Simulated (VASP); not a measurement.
Write the native input for VASP 6.6.1 that does the following.

```yaml
Task: single point
Functional: PBEsol
Potentials_or_basis: VASP PAW PBE potentials, release 64 (Pb_d, O)
Cutoff: 520 eV
k_mesh: 9 × 9 × 4
Occupations: fermi-dirac, width 0.03 eV
Spin: no spin polarisation
Dipole_correction: no
Further_INCAR_settings: ALGO = Normal; EDIFF = 1e-06; NBANDS = 28
```

The structure of PbO lies in POSCAR:

```
PbO
1.0
    3.5395551382      0.0000000000      0.0000000000
   -1.7697775691      3.0653446678      0.0000000000
    0.0000000000      0.0000000000      6.4323594744
Pb O
2 2
Direct
    0.0000000000      0.0000000000      0.0000000000
    0.0000000000      0.0000000000      0.5000000000
    0.3333333333      0.6666666667      0.2500000000
    0.6666666667      0.3333333333      0.7500000000
```

The input as run:

INCAR

```
SYSTEM = PbO
  ALGO = Normal
  EDIFF = 1E-6
  ENCUT = 520
  GGA = PS
  ISIF = 2
  ISMEAR = -1
  LASPH = .TRUE.
  LCHARG = .FALSE.
  LREAL = .FALSE.
  LWAVE = .FALSE.
  NBANDS = 28
  NELM = 80
  PREC = Accurate
  SIGMA = 0.03
```

KPOINTS

```
k-points
0
G
  9 9 4
  0 0 0
```

Potentials or basis: VASP PAW PBE potentials, release 64 (Pb_d, O).

Command:

```bash
$ cat potpaw_PBE.64/Pb_d/POTCAR potpaw_PBE.64/O/POTCAR > POTCAR
$ mpirun -np 1 vasp_std > vasp.out
```

It gave:

```json
{"Pressure": "0.0 GPa", "Band gap on the k mesh": "zero (band 20 reaches 6.92 eV, above the bottom of band 21 at 6.80 eV)"}
```

Caveat: the PAW data sets were made with another functional, which shifts forces and pressure a little; spin-orbit coupling is left out, which moves the levels of the heavy elements.

It took 40 s on 1 thread of AMD EPYC 9R45 96-Core Processor (Zen 5), with other jobs on the host, peak memory 0.18 GiB.
